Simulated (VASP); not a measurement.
**NaCl: single point with r2SCAN**

The system is NaCl.

```
Cl Na
1.0
     0.00000    2.79406    2.79406
     2.79406    0.00000    2.79406
     2.79406    2.79406    0.00000
Cl Na
1 1
Direct
  0.50000 0.50000 0.50000
  0.00000 0.00000 0.00000
```

```json
{"Program": "VASP 6.6.1", "Task": "single point", "Functional": "r2SCAN", "Potentials or basis": "VASP PAW PBE potentials, release 64 (Cl, Na_pv)", "Cutoff": "520 eV", "k mesh": "5 × 5 × 5", "Occupations": "fermi-dirac, width 0.05 eV", "Spin": "no spin polarisation", "Dipole correction": "no", "Further INCAR settings": "ALGO = Normal; EDIFF = 1e-06; NBANDS = 14"}
```

- Pressure: 0.1 GPa
- Band gap on the k mesh: 6.04 eV

Levels at points of the mesh, in eV from the valence-band top:
```tsv
k point	band 3	band 4	band 5	band 6	band 7	band 8	band 9	band 10	band 11	band 12
(0.00, 0.00, 0.00)	-21.47	-13.29	0.00	0.00	0.00	6.04	11.79	11.79	11.79	14.07
```

Run time: 45 s on 1 thread of Intel Xeon 8259CL, on a shared host, peak memory 0.16 GiB.

Caveat: the PAW data sets were made with another functional, which shifts forces and pressure a little.
